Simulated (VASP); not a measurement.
Here is a VASP 6.6.1 calculation.

The input INCAR:

```
  PREC = Accurate
  ENCUT = 600
  EDIFF = 1E-6
  ISMEAR = -1
  SIGMA = 0.02
  LREAL = False
  LASPH = True
  NELM = 120
  ALGO = Normal
  ISIF = 2
  LWAVE = False
  LCHARG = False
  GGA = PE
  NBANDS = 19
  GGA_COMPAT = False
```

KPOINTS

```
Automatic mesh
0
Gamma
  8 8 8
```

The input POSCAR:

```
ZrO2
1.0
    0.0000000000      2.4683721782      2.4683721782
    2.4683721782      0.0000000000      2.4683721782
    2.4683721782      2.4683721782      0.0000000000
Zr O
1 2
Direct
    0.0000000000      0.0000000000      0.0000000000
    0.2500000000      0.2500000000      0.2500000000
    0.7500000000      0.7500000000      0.7500000000
```

Potentials or basis: VASP PAW PBE potentials, release 64 (Zr_sv, O).

The run is started by

```bash
$ cat potpaw_PBE.64/Zr_sv/POTCAR potpaw_PBE.64/O/POTCAR > POTCAR
$ mpirun -np 1 vasp_std > vasp.out
```

Predict the pressure.

31.8 GPa.

What does it give for the band gap on the k mesh?

3.60 eV, indirect (least direct gap 4.13 eV).

Caveat: the cell differs from its parent crystal (strain -3.0%). A k mesh can miss the band edges.
